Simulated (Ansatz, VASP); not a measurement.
Two plane-wave programs on W

The input INCAR:

```
SYSTEM = W
  PREC = Accurate
  ENCUT = 520
  EDIFF = 1E-7
  ISMEAR = 0
  SIGMA = 0.15
  LREAL = .False.
  LASPH = .True.
  NELM = 100
  ALGO = Normal
  ISIF = 2
  LWAVE = .False.
  LCHARG = .True.
  GGA = PE
  LELF = .True.
  LVHAR = .True.
  NBANDS = 13
```

KPOINTS

```
Automatic mesh
0
Gamma
  20 20 20
  0 0 0
```

The input POSCAR:

```
W
1.0
   -1.6611920000      1.6611920000      1.6611920000
    1.6611920000     -1.6611920000      1.6611920000
    1.6611920000      1.6611920000     -1.6611920000
W
1
Direct
    0.0000000000      0.0000000000      0.0000000000
```

Input for Ansatz:

```yaml
crystal:
  lattice:
    - [-1.661192, 1.661192, 1.661192]
    - [1.661192, -1.661192, 1.661192]
    - [1.661192, 1.661192, -1.661192]
  atoms:
    - { symbol: W, position: [0.0, 0.0, 0.0] }
basis:
  ecutwfc: 420
kpoints:
  mp_grid: { grid: [20, 20, 20] }
hamiltonian:
  xc: pbe
scf:
  occupations: { method: gaussian, width: 0.15 }
output:
  forces: true
  stress: true
  eigenvalues: true
```

Change from the starting cell: strain +0.040 along x and y, +0.040 along z, atoms carried along.

Alike in both runs: task single point; functional PBE; k mesh 20 × 20 × 20; occupations gaussian, width 0.15 eV; no spin polarisation.

```csv
,VASP,Ansatz
version,VASP 6.6.1,Ansatz 0.2.0
potentials or method,"VASP PAW PBE potentials, release 64 (W_sv), cutoff 520 eV","scalar-relativistic, plane waves, PAW"
valence electrons in the cell,14,14
```

```csv
,VASP,Ansatz,Ansatz less VASP
gap on the k mesh at the Fermi level (eV),none,none,-
pressure (GPa),-29.4,-29.6,-0.16
```

A gap of «none» marks a metal or a gap that the smearing closes. Both programs put the cell under strong tension, so it lies far from rest at this level.

Spin-orbit coupling is off throughout.
